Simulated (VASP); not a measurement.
# InH2F3 (P-4m2) in VASP: single point with PBE

Aim: the single point of InH2F3 with PBE.

Program: VASP 6.6.1. These are calculated values, not measurements. Logs are shortened: lines on timing, memory, paths and dates and some standing lists are left out, and cuts for length are marked.

## Step 1: The cell of the first run

It takes space group P-4m2 (No. 115, tetragonal). The conventional cell has a = 2.829 Å, b = 2.829 Å, c = 7.066 Å, α = 90.00°, β = 90.00°, γ = 90.00°. Within 3.7 Å of In (site symmetry -4m2) lie 10 F at 2.80 to 3.53 Å and 4 In at 2.83 Å and 4 H at 3.13 Å. H (site symmetry 2mm) has 4 F at 1.59 to 1.65 Å within 2.1 Å. F (site symmetry 2mm) has 2 H at 1.65 Å within 2.2 Å. F (site symmetry -4m2) has 4 H at 1.59 Å within 2.1 Å.

The cell was built from a structure type or drawn by symmetry, and may not be a known phase.

## Step 2: Single point, PBE

File INCAR:

```
SYSTEM = InH2F3
ALGO     = Normal         ! electronic algorithm
EDIFF    = 1E-6           ! SCF threshold, eV
ENCUT    = 600            ! plane-wave cutoff, eV
GGA      = PE             ! functional
GGA_COMPAT= .FALSE.      
ISIF     = 2              ! what is computed and relaxed
ISMEAR   = 0              ! smearing method
LASPH    = .TRUE.         ! aspherical terms in the spheres
LCHARG   = .TRUE.         ! write CHGCAR
LELF     = .TRUE.         ! ELF
LREAL    = .FALSE.        ! projectors in reciprocal space
LVHAR    = .TRUE.       
LWAVE    = .FALSE.        ! write WAVECAR
NBANDS   = 27             ! bands
NELM     = 120            ! most SCF steps
PREC     = Accurate       ! precision mode
SIGMA    = 0.15           ! smearing width, eV
```

File KPOINTS:

```
k-points
0
G
  4 4 2
  0 0 0
```

File POSCAR:

```
InH2F3
1.0
    2.8294753847      0.0000000000      0.0000000000
    0.0000000000      2.8294753847      0.0000000000
    0.0000000000      0.0000000000      7.0663503158
In H F
1 2 3
Direct
    0.5000000000      0.5000000000      0.5000000000
    0.5000000000      0.0000000000      0.1042102751
    0.0000000000      0.5000000000      0.8957897249
    0.0000000000      0.0000000000      0.2237032583
    0.0000000000      0.0000000000      0.7762967417
    0.5000000000      0.5000000000      0.0000000000
```

Potentials or basis: VASP PAW PBE potentials, release 64 (In_d, H, F).

Run with:

```sh
> cat potpaw_PBE.64/In_d/POTCAR potpaw_PBE.64/H/POTCAR potpaw_PBE.64/F/POTCAR > POTCAR
> mpirun -np 1 vasp_std > vasp.out
```

OUTCAR:

```text
SYSTEM = InH2F3
   EDIFF = 1E-6
   ENCUT = 600
   GGA = PE
   ISIF = 2
   ISMEAR = 0
   LASPH = .TRUE.
   LREAL = .FALSE.
   NELM = 120
   PREC = Accurate

 ion  position               nearest neighbor table
   1  0.500  0.500  0.500-   4 2.80   5 2.80   4 2.80   5 2.80   4 2.80   5 2.80   4 2.80   5 2.80

   2  0.500  0.000  0.104-
   3  0.000  0.500  0.896-
   4  0.000  0.000  0.224-   1 2.80   1 2.80   1 2.80   1 2.80
   5  0.000  0.000  0.776-   1 2.80   1 2.80   1 2.80   1 2.80
   6  0.500  0.500  0.000-

  LATTYP: Found a simple tetragonal cell.
 ALAT       =     2.8294753847
 C/A-ratio  =     2.4974065348

  Lattice vectors:

 A1 = (   2.8294753847,   0.0000000000,   0.0000000000)
 A2 = (   0.0000000000,   2.8294753847,   0.0000000000)
 A3 = (   0.0000000000,   0.0000000000,   7.0663503158)

Analysis of symmetry for initial positions (statically):
=====================================================================
 Subroutine PRICEL returns:
 Original cell was already a primitive cell.

 Routine SETGRP: Setting up the symmetry group for a
 simple tetragonal supercell.

 Subroutine GETGRP returns: Found  8 space group operations
 (whereof  8 operations were pure point group operations)
 out of a pool of 16 trial point group operations.

The static configuration has the point symmetry D_2d.

Analysis of symmetry for dynamics (positions and initial velocities):
=====================================================================
 Subroutine PRICEL returns:
 Original cell was already a primitive cell.

 Routine SETGRP: Setting up the symmetry group for a
 simple tetragonal supercell.

 Subroutine GETGRP returns: Found  8 space group operations
 (whereof  8 operations were pure point group operations)
 out of a pool of 16 trial point group operations.

The dynamic configuration has the point symmetry D_2d.

 Subroutine INISYM returns: Found  8 space group operations
 (whereof  8 operations are pure point group operations),
 and found     1 'primitive' translations

----------------------------------------------------------------------------------------

                                     Primitive cell

  volume of cell :      56.5727

  direct lattice vectors                    reciprocal lattice vectors
     2.829475385  0.000000000  0.000000000     0.353422407  0.000000000  0.000000000
     0.000000000  2.829475385  0.000000000     0.000000000  0.353422407  0.000000000
     0.000000000  0.000000000  7.066350316     0.000000000  0.000000000  0.141515769

  length of vectors
     2.829475385  2.829475385  7.066350316     0.353422407  0.353422407  0.141515769

  position of ions in fractional coordinates (direct lattice)
     0.500000000  0.500000000  0.500000000
     0.500000000  0.000000000  0.104210275
     0.000000000  0.500000000  0.895789725
     0.000000000  0.000000000  0.223703258
     0.000000000  0.000000000  0.776296742
     0.500000000  0.500000000  0.000000000

  ion indices of the primitive-cell ions
   primitive index   ion index
                 1           1
                 2           2
                 3           3
                 4           4
                 5           5
                 6           6

----------------------------------------------------------------------------------------

 KPOINTS: k-points

Automatic generation of k-mesh.
 Grid dimensions read from file:
 generate k-points for:    4    4    2

 Generating k-lattice:

  Cartesian coordinates                     Fractional coordinates (reciprocal lattice)
     0.088355602  0.000000000  0.000000000     0.250000000  0.000000000  0.000000000
     0.000000000  0.088355602  0.000000000     0.000000000  0.250000000  0.000000000
     0.000000000  0.000000000  0.070757885     0.000000000  0.000000000  0.500000000

  Length of vectors
     0.088355602  0.088355602  0.070757885

  Shift w.r.t. Gamma in fractional coordinates (k-lattice)
     0.000000000  0.000000000  0.000000000

 Subroutine IBZKPT returns following result:
 ===========================================

 Found     12 irreducible k-points:

 Following reciprocal coordinates:
            Coordinates               Weight
  0.000000  0.000000  0.000000      1.000000
  0.250000  0.000000  0.000000      4.000000
  0.500000  0.000000  0.000000      2.000000
  0.250000  0.250000  0.000000      4.000000
  0.500000  0.250000  0.000000      4.000000
  0.500000  0.500000  0.000000      1.000000
  0.000000  0.000000  0.500000      1.000000
  0.250000  0.000000  0.500000      4.000000
  0.500000  0.000000  0.500000      2.000000
  0.250000  0.250000  0.500000      4.000000
  0.500000  0.250000  0.500000      4.000000
  0.500000  0.500000  0.500000      1.000000
   k-points           NKPTS =     12   k-points in BZ     NKDIM =     12   number of bands    NBANDS=     27
   number of dos      NEDOS =    301   number of ions     NIONS =      6
   total plane-waves  NPLWV =  32256
   dimension x,y,z NGX =    24 NGY =   24 NGZ =   56
   dimension x,y,z NGXF=    48 NGYF=   48 NGZF=  112
   ions per type =               1   2   3
   NGX,Y,Z   is equivalent  to a cutoff of  14.10, 14.10, 13.17 a.u.
   NGXF,Y,Z  is equivalent  to a cutoff of  28.20, 28.20, 26.35 a.u.
 SYSTEM =  InH2F3
   PREC   = accura    normal or accurate (medium, high low for compatibility)
   ISTART =      0    job   : 0-new  1-cont  2-samecut
   ICHARG =      2    charge: 1-file 2-atom 10-const
   ISPIN  =      1    spin polarized calculation?
   LNONCOLLINEAR =      F non collinear calculations
   LSORBIT =      F    spin-orbit coupling
   LASPH  =      T    aspherical Exc in radial PAW
   ENCUT  =  600.0 eV  44.10 Ry    6.64 a.u.   5.65  5.65 14.11*2*pi/ulx,y,z
   NELM   =    120;   NELMIN=  2; NELMDL= -5     # of ELM steps
   EDIFF  = 0.1E-05   stopping-criterion for ELM
   LREAL  =      F    real-space projection
   EDIFFG = 0.1E-04   stopping-criterion for IOM
   NSW    =      0    number of steps for IOM
   IBRION =     -1    ionic relax: 0-MD 1-quasi-New 2-CG
   NFREE  =      0    steps in history (QN), initial steepest desc. (CG)
   ISIF   =      2    stress and relaxation
   ISYM   =      2    0-nonsym 1-usesym 2-fastsym
   POTIM  = 0.5000    time-step for ionic-motion
   TEBEG  =    0.0;   TEEND  =   0.0 temperature during run
   PSTRESS=    0.0 pullay stress
   NELECT =      36.0000    total number of electrons
   NUPDOWN=      -1.0000    fix difference up-down
   EMIN   =  10.00;   EMAX   =-10.00  energy-range for DOS
   EFERMI =   0.00;   METHOD = LEGACY
   ISMEAR =     0;   SIGMA  =   0.15  broadening in eV -4-tet -1-fermi 0-gaus
   EFERMI_NEDOS =   21; number of points for ismear=-14 and -15
   IALGO  =     38    algorithm
   IMIX   =      4    mixing-type and parameters
     AMIX     =   0.40;   BMIX     =  1.00
     AMIX_MAG =   1.60;   BMIX_MAG =  1.00
  volume/ion in A,a.u.               =       9.43        63.63
  Fermi-wavevector in a.u.,A,eV,Ry     =   1.408121  2.660963 26.977699  1.982805
  Thomas-Fermi vector in A             =   2.530311
   LORBIT       =      0    0 simple, 1 ext, 2 COOP (PROOUT), +10 PAW based schemes
   GGA     = PE    functional components
   LHFCALC =     F    Hartree Fock is set to
   AEXX    =    0.0000 exact exchange contribution
   IVDW    =     0    specifies the selected vdW correction
   LEPSILON=     F    determine dielectric tensor
   LRPA    =     F    only Hartree local field effects (RPA)
 non-spin polarized calculation
 Gauss-broadening in eV      SIGMA  =   0.15
  energy-cutoff  :      600.00
  volume of cell :       56.57
 maximum number of plane-waves:      1908
 NGX is ok and might be reduce to    24
   NGX = 11   NGY = 11   NGZ = 29

 number of electron      36.0000033 magnetization

 Free energy of the ion-electron system (eV)
  ---------------------------------------------------
  ext. energy  EPLUGINS =         0.00000000
  ---------------------------------------------------
  free energy    TOTEN  =       -19.93506865 eV

  energy without entropy =      -19.92637657  energy(sigma->0) =      -19.93072261

 E-fermi :   3.8597     XC(G=0): -10.5817

 val. band max:        3.7932516138   @ k =   0.5000   0.0000   0.5000
 cond. band min:       3.9262085805   @ k =   0.5000   0.0000   0.0000
 fundamental gap:      0.1329569667
 Fermi energy:         3.8597300972

 k-point     1 :       0.0000    0.0000    0.0000
  band No.  band energies     occupation
      1     -20.0531      2.00000
      2     -18.7899      2.00000
      3     -18.3567      2.00000
      4     -11.2025      2.00000
      5     -10.7244      2.00000
      6     -10.1046      2.00000
[... 19 lines left out ...]
     26      17.9277      0.00000
     27      18.4672      0.00000

 k-point     2 :       0.2500    0.0000    0.0000
  band No.  band energies     occupation
      1     -19.7408      2.00000
      2     -18.6532      2.00000
      3     -18.4024      2.00000
      4     -10.9835      2.00000
      5     -10.4096      2.00000
      6     -10.3163      2.00000
[... 19 lines left out ...]
     26      18.8172      0.00000
     27      19.9041      0.00000

 k-point     3 :       0.5000    0.0000    0.0000
  band No.  band energies     occupation
      1     -19.3067      2.00000
      2     -18.6033      2.00000
      3     -18.4699      2.00000
      4     -10.8831      2.00000
      5     -10.5144      2.00000
      6     -10.3237      2.00000
[... 234 lines left out ...]
      1     -19.1546      2.00000
      2     -18.4435      2.00000
      3     -18.3675      2.00000
      4     -10.6040      2.00000
      5     -10.5016      2.00000
      6     -10.3643      2.00000
[... 19 lines left out ...]
     26      18.0787      0.00000
     27      18.3134      0.00000

 k-point    12 :       0.5000    0.5000    0.5000
  band No.  band energies     occupation
      1     -18.9950      2.00000
      2     -18.2801      2.00000
      3     -18.2569      2.00000
      4     -10.8611      2.00000
      5     -10.4918      2.00000
      6     -10.4918      2.00000
[... 19 lines left out ...]
     26      17.4826      0.00000
     27      17.4826      0.00000

------------------------ aborting loop because EDIFF is reached ----------------------------------------

  FORCE on cell =-STRESS in cart. coord.  units (eV):
  Direction    XX          YY          ZZ          XY          YZ          ZX
  --------------------------------------------------------------------------------------
  -------------------------------------------------------------------------------------
  Total       -0.1230301     -0.1230301     -0.1800593      0.0000000     -0.0000000      0.0000000
  in kB       -3.4842955     -3.4842955     -5.0994020      0.0000000     -0.0000000      0.0000000
  external PRESSURE =      -4.0226643 kB  Pullay stress =       0.0000000 kB

 VOLUME and BASIS-vectors are now :
 -----------------------------------------------------------------------------
  energy-cutoff  :      600.00
  volume of cell :       56.57
      direct lattice vectors                 reciprocal lattice vectors
     2.829475385  0.000000000  0.000000000     0.353422407  0.000000000  0.000000000
     0.000000000  2.829475385  0.000000000     0.000000000  0.353422407  0.000000000
     0.000000000  0.000000000  7.066350316     0.000000000  0.000000000  0.141515769

 POSITION                                       TOTAL-FORCE (eV/Angst)
 -----------------------------------------------------------------------------------
      1.41474      1.41474      3.53318        -0.000000      0.000000      0.000000
      1.41474      0.00000      0.73639        -0.000000      0.000000     -0.013517
      0.00000      1.41474      6.32996        -0.000000      0.000000      0.013517
      0.00000      0.00000      1.58077        -0.000000      0.000000      0.019676
      0.00000      0.00000      5.48558         0.000000      0.000000     -0.019676
      1.41474      1.41474      0.00000        -0.000000     -0.000000      0.000000
 -----------------------------------------------------------------------------------
    total drift:                                0.000000     -0.000000     -0.000000

  FREE ENERGIE OF THE ION-ELECTRON SYSTEM (eV)
  ---------------------------------------------------
  free  energy   TOTEN  =       -19.9350686456 eV

  energy  without entropy=      -19.9263765720  energy(sigma->0) =      -19.93072261
```

It took 26 s on 1 thread of Intel Xeon Platinum 8259CL at 2.50GHz (Skylake/Cascade Lake), shared host; peak memory 0.19 GiB.

Results:

```yaml
Free_energy: -19.9351 eV
Pressure: -0.4 GPa
Largest_force: 0.020 eV/Å
Band_gap_on_the_k_mesh: zero (bands 18 and 19 overlap by 2.11 eV)
```

Forces on the atoms (eV/Å):
```
In   0.000  0.000  0.000
H    0.000  0.000 -0.014
H    0.000  0.000  0.014
F    0.000  0.000  0.020
F    0.000  0.000 -0.020
F    0.000  0.000  0.000
```

Stress tensor (GPa, compression positive):
```
-0.35  0.00  0.00
 0.00 -0.35  0.00
 0.00  0.00 -0.51
```

Levels at points of the mesh, in eV from the Fermi level:
```tsv
k point	band 14	band 15	band 16	band 17	band 18	band 19	band 20	band 21	band 22	band 23
(0.00, 0.00, 0.00)	-3.56	-3.27	-3.27	-2.64	-2.64	2.50	2.84	5.13	10.50	11.40
(0.50, 0.00, 0.00)	-3.78	-3.31	-3.17	-2.66	-1.51	0.07	4.57	4.95	5.80	11.56
(0.50, 0.50, 0.00)	-4.01	-3.74	-3.74	-3.56	2.05	2.05	2.40	6.47	6.47	7.17
(0.00, 0.00, 0.50)	-3.30	-3.30	-2.61	-2.61	-2.04	0.88	4.15	5.05	10.74	11.41
(0.50, 0.00, 0.50)	-3.67	-3.31	-3.20	-2.66	-1.21	-0.07	4.41	5.01	5.83	11.72
(0.50, 0.50, 0.50)	-3.96	-3.62	-3.49	-3.49	1.99	1.99	2.50	6.48	6.48	6.81
```

Caveat: the k points lie up to 0.56 Å⁻¹ apart, too coarse for converged energies and pressures of a metal; spin-orbit coupling is left out, which moves the levels of the heavy elements.
